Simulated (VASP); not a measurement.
Set up this calculation in VASP 6.6.1, as the native input.

- Task: relaxation of cell and atoms
- Functional: PBE0
- Potentials or basis: VASP PAW PBE potentials, release 64 (Ga_d, N)
- Cutoff: 600 eV
- k mesh: 3 × 3 × 4
- Occupations: fermi-dirac, width 0.05 eV
- Spin: no spin polarisation
- Dipole correction: no
- Grid for exact exchange (PRECFOCK): Normal
- Further INCAR settings: ALGO = Normal; EDIFF = 1e-06; IBRION = 2; EDIFFG = -0.01; NSW = 60; ISIF = 3

GaN:

```xyz
2
Lattice="5.2304 0.0000 0.0000 -2.6152 4.5296 0.0000 0.0000 0.0000 3.3901" Properties=species:S:1:pos:R:3 pbc="T T T"
Ga    0.0000    0.0000    1.6950
N     0.0000    0.0000    0.0000
```

The input as run:

POSCAR

```
GaN
1.0
    5.2303800000      0.0000000000      0.0000000000
   -2.6151900000      4.5296400000      0.0000000000
    0.0000000000      0.0000000000      3.3901000000
Ga N
1 1
Direct
    0.0000000000      0.0000000000      0.5000000000
    0.0000000000      0.0000000000      0.0000000000
```

INCAR.step1

```
SYSTEM = GaN
PREC = Accurate
ENCUT = 600
EDIFF = 1E-5
ISMEAR = -1
SIGMA = 0.05
LREAL = .False.
LASPH = .True.
NELM = 100
ALGO = Normal
LWAVE = .True.
LCHARG = .False.
GGA = PE
NBANDS = 16
```

INCAR.step2

```
SYSTEM = GaN
PREC = Accurate
ENCUT = 600
EDIFF = 1E-6
ISMEAR = -1
SIGMA = 0.05
LREAL = .False.
LASPH = .True.
NELM = 100
ALGO = Normal
ISIF = 3
LWAVE = .False.
LCHARG = .False.
GGA = PE
LHFCALC = .True.
AEXX = 0.25
PRECFOCK = Normal
IBRION = 2
NSW = 60
EDIFFG = -0.01
ISTART = 1
```

KPOINTS

```
Automatic mesh
0
Gamma
  3 3 4
  0 0 0
```

Potentials or basis: VASP PAW PBE potentials, release 64 (Ga_d, N).

The run is started by

```bash
$ cat potpaw_PBE.64/Ga_d/POTCAR potpaw_PBE.64/N/POTCAR > POTCAR
$ cp INCAR.step1 INCAR
$ mpirun -np 1 vasp_std > vasp.out
$ cp INCAR.step2 INCAR
$ mpirun -np 1 vasp_std > vasp.out
```

It gave:

| Quantity | Value |
| --- | --- |
| Relaxed volume | 39.79 Å³/atom |
| Relaxed cell | a = 5.230 Å, b = 5.230 Å, c = 3.359 Å, α = 90.00°, β = 90.00°, γ = 120.00° |
| Space group after relaxing (to 0.05 Å) | P6/mmm (No. 191) |
| Energy gained by relaxing | 4.7 meV/atom |
| Ionic steps | 4 |
| Pressure after relaxing | 0.0 GPa |
| Band gap on the k mesh | 3.25 eV, indirect (least direct gap 5.13 eV) |

Caveat: the k points lie up to 0.47 Å⁻¹ apart in the final cell; the PAW data sets were made with another functional, which shifts forces and pressure a little.

Wall time 28 min on 1 thread of Intel Xeon 6975P-C, with other jobs on the host, peak memory 0.25 GiB.
